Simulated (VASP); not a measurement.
Input of a VASP 6.6.1 run:

Contents of INCAR:

```
PREC     = Accurate       # precision mode
ENCUT    = 520            # plane-wave cutoff, eV
EDIFF    = 1E-6           # SCF threshold, eV
ISMEAR   = -1             # smearing method
SIGMA    = 0.03           # smearing width, eV
LREAL    = False          # projectors in reciprocal space
LASPH    = True           # aspherical terms in the spheres
NELM     = 150            # most SCF steps
ALGO     = Normal         # electronic algorithm
ISIF     = 2              # what is computed and relaxed
LWAVE    = False          # write WAVECAR
LCHARG   = True           # write CHGCAR
ISPIN    = 2              # spin polarisation
MAGMOM   = 1.5            # initial moments
LORBIT   = 11             # projections on sites
LMAXMIX  = 4              # l up to which the mixer works
GGA      = PS             # functional
LELF     = True           # ELF
LVHAR    = True         
NBANDS   = 16             # bands
```

KPOINTS

```
Automatic mesh
0
Gamma
  19 19 19
```

Contents of POSCAR:

```
V
1.0
   -1.5281300000      1.5130000000      1.5130000000
    1.5130000000     -1.5281300000      1.5130000000
    1.5130000000      1.5130000000     -1.5281300000
V
1
Direct
    0.0000000000      0.0000000000      0.0000000000
```

Potentials or basis: VASP PAW PBE potentials, release 64 (V_sv).

Command:

```bash
$ cat potpaw_PBE.64/V_sv/POTCAR > POTCAR
$ mpirun -np 1 vasp_std > vasp.out
```

Question: Estimate the net moment.

Answer: 0.00 μB per cell.

Question: Predict the pressure.

Answer: -11.6 GPa.

Stress tensor (GPa, compression positive):
```
-11.62   0.18   0.18
  0.18 -11.62   0.18
  0.18   0.18 -11.62
```

Caveat: the cell differs from its parent crystal (equal xy, yz and zx shear strains of -1 %); the cell stands under tension; the moments typed at the start vanished in this run; the PAW data sets were made with another functional, which shifts forces and pressure a little.
